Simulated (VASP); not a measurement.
Wanted: the native input for a VASP 6.6.1 run.

```yaml
Task: single point
Functional: PBE
Potentials_or_basis: VASP PAW PBE potentials, release 64 (Na_pv, Sm_3, P), 4f in core
Cutoff: 500 eV
k_mesh: 4 × 4 × 4
Occupations: gaussian, width 0.1 eV
Spin: no spin polarisation
Dipole_correction: no
Further_INCAR_settings: ALGO = Normal; EDIFF = 1e-06; NBANDS = 30
```

The structure of Na3SmP2 lies in POSCAR:

```
Na3SmP2
1.0
    4.2992417200      0.0000000000      0.0000000000
    0.0000000000      4.2992417200      0.0000000000
    0.0000000000      0.0000000000      7.3283433000
Na Sm P
3 1 2
Direct
    0.0000000000      0.5000000000      0.5000000000
    0.5000000000      0.0000000000      0.5000000000
    0.5000000000      0.5000000000      0.5000000000
    0.0000000000      0.0000000000      0.0000000000
    0.0000000000      0.0000000000      0.2770346500
    0.0000000000      0.0000000000      0.7229653500
```

The cell was generated, and may not be a known phase.

These files were run (other wordings do the same):

INCAR

```
SYSTEM = Na3SmP2
ALGO     = Normal         ! electronic algorithm
EDIFF    = 1E-6           ! SCF threshold, eV
ENCUT    = 500            ! plane-wave cutoff, eV
GGA      = PE             ! functional
GGA_COMPAT= .False.      
ISIF     = 2              ! what is computed and relaxed
ISMEAR   = 0              ! smearing method
LASPH    = .True.         ! aspherical terms in the spheres
LCHARG   = .False.        ! write CHGCAR
LMAXMIX  = 6              ! l up to which the mixer works
LREAL    = .False.        ! projectors in reciprocal space
LWAVE    = .False.        ! write WAVECAR
NBANDS   = 30             ! bands
NELM     = 200            ! most SCF steps
PREC     = Accurate       ! precision mode
SIGMA    = 0.1            ! smearing width, eV
```

KPOINTS

```
k-points
0
Gamma
  4 4 4
  0 0 0
```

Potentials or basis: VASP PAW PBE potentials, release 64 (Na_pv, Sm_3, P), 4f in core.

Launch:

```bash
$ cat potpaw_PBE.64/Na_pv/POTCAR potpaw_PBE.64/Sm_3/POTCAR potpaw_PBE.64/P/POTCAR > POTCAR
$ mpirun -np 1 vasp_std > vasp.out
```

Results of the run:

```json
{
 "Pressure": "28.0 GPa",
 "Largest force": "11.644 eV/Å",
 "Band gap on the k mesh": "zero (bands 21 and 22 overlap by 1.29 eV)"
}
```

Caveat: the k points lie up to 0.37 Å⁻¹ apart, too coarse for converged energies and pressures of a metal; spin-orbit coupling is left out, which moves the levels of the heavy elements; the 4f electrons are frozen in the core, so they carry no moment and show no levels; forces of over 1 eV/Å act on the atoms, so gaps and moduli don't describe the material at rest.

Run time: 30 s on 1 thread of AMD EPYC 9R45 96-Core Processor (Zen 5), on a shared host, peak memory 0.22 GiB.
